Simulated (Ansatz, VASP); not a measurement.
Sn in VASP and in Ansatz

INCAR

```
SYSTEM = Sn
ALGO = Normal
EDIFF = 1E-7
ENCUT = 520
GGA = PE
ISIF = 2
ISMEAR = 0
LASPH = .True.
LCHARG = .False.
LREAL = .False.
LWAVE = .False.
NBANDS = 21
NELM = 80
PREC = Accurate
SIGMA = 0.019000000000000003
```

Contents of KPOINTS:

```
k-points
0
Gamma
  9 9 9
  0 0 0
```

File POSCAR:

```
Sn
1.0
   -2.9401404553      2.9401404553      1.5993019889
    2.9401404553     -2.9401404553      1.5993019889
    2.9401404553      2.9401404553     -1.5993019889
Sn
2
Direct
    0.0000000000      0.0000000000      0.0000000000
    0.7500000000      0.2500000000      0.5000000000
```

The input input.yaml:

```yaml
crystal:
  lattice:
    - [-2.9401404553, 2.9401404553, 1.5993019889]
    - [2.9401404553, -2.9401404553, 1.5993019889]
    - [2.9401404553, 2.9401404553, -1.5993019889]
  atoms:
    - { symbol: Sn, position: [0.0, 0.0, 0.0] }
    - { symbol: Sn, position: [0.75, 0.25, 0.5] }
kpoints:
  mp_grid: { grid: [9, 9, 9] }
scf:
  occupations: { method: gaussian, width: 0.019 }
hamiltonian:
  xc: pbe
  pseudopotentials: { kind: all_electron, lapw: { basis_error: 0.001 } }
output:
  forces: true
  stress: true
  eigenvalues: true
```

Alike in both runs: task single point; functional PBE; k mesh 9 × 9 × 9; occupations gaussian, width 0.019 eV; no spin polarisation.

|  | VASP | Ansatz |
| --- | --- | --- |
| version | VASP 6.6.1 | Ansatz 0.2.0 |
| potentials or method | VASP PAW PBE potentials, release 64 (Sn_d), cutoff 520 eV | all-electron LAPW, scalar-relativistic |

```tsv
	VASP	Ansatz	Ansatz less VASP
gap on the k mesh at the Fermi level (eV)	none	none	-
pressure (GPa)	1.4	1.4	+0.06
traceless stress, the component that is largest in VASP (GPa)	-0.23	-0.23	+0.002
```

A gap of «none» marks a metal or a gap that the smearing closes. Ansatz ran all-electron here, and VASP with PAW potentials.
